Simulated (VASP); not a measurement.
Crystal: Ca.

```
CELL_PARAMETERS angstrom
-2.08587 2.08587 2.08587
2.08587 -2.08587 2.08587
2.08587 2.08587 -2.08587
ATOMIC_POSITIONS crystal
Ca 0.00000 0.00000 0.00000
```

* Program: VASP 6.6.1
* Task: relaxation of cell and atoms
* Functional: PBE
* Potentials or basis: VASP PAW PBE potentials, release 64 (Ca_sv)
* Cutoff: 600 eV
* k mesh: 14 × 14 × 14
* Occupations: gaussian, width 0.1 eV
* Spin: no spin polarisation

At the start: pressure 3.0 GPa; volume 36.30 Å³/atom.

Where does the relaxation end?

Over 4 steps the energy falls by 50.4 meV/atom and the volume is 42.19 Å³/atom (+16.2 %); space group Im-3m (No. 229, to 0.05 Å).

Step by step:
| step | energy change (eV) | largest force (eV/Å) | pressure (GPa) | volume (Å³) |
| --- | --- | --- | --- | --- |
| 1 | 0.0000 | 0.0000 | 3.04 | 36.30 |
| 2 | -0.0445 | 0.0000 | 0.91 | 40.05 |
| 3 | -0.0500 | 0.0000 | -0.21 | 42.73 |
| 4 | -0.0504 | 0.0000 | 0.00 | 42.19 |

Final structure:
```
Ca
1.0
    -2.19300    2.19300    2.19300
     2.19300   -2.19300    2.19300
     2.19300    2.19300   -2.19300
Ca
1
Direct
  0.00000 0.00000 0.00000
```

Caveat: the volume moved by over 15 % at a fixed basis, so the end points are rough.
